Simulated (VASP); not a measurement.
Runs of VASP 6.6.1 on AlP. The structure is that of space group F-43m (No. 216), or close to it. The cells are those of the table. 

| task | cell | k mesh | smearing | gap on the mesh (eV) | pressure (GPa) |
| --- | --- | --- | --- | --- | --- |
| single point | a = 3.479 Å, angles 60.0°, 2 atoms | 6 × 6 × 6 | gaussian 0.1 eV | (a) | 55.2 |
| single point | a = 3.894 Å, angles 60.0°, 2 atoms | 8 × 8 × 8 | gaussian 0.1 eV | 1.63 | -0.1 |
| single point | a = 3.894 Å, angles 60.0°, 2 atoms | 8 × 8 × 8 | gaussian 0.02 eV | 1.63 | -0.1 |
| relaxation of cell and atoms | relaxed from a = 3.479 Å, angles 60.0°, 2 atoms | 8 × 8 × 8 | gaussian 0.1 eV | 1.63 | -0.3 |

Alike in all rows: level PBE; potentials or basis VASP PAW PBE potentials, release 64 (Al, P); no spin polarisation; cutoff (eV) 500.

Question: Fill in the values left out.

Answer: (a) 0.76.

Caveats: the cell stands under pressure (at least some runs).

A k mesh can miss the band edges.
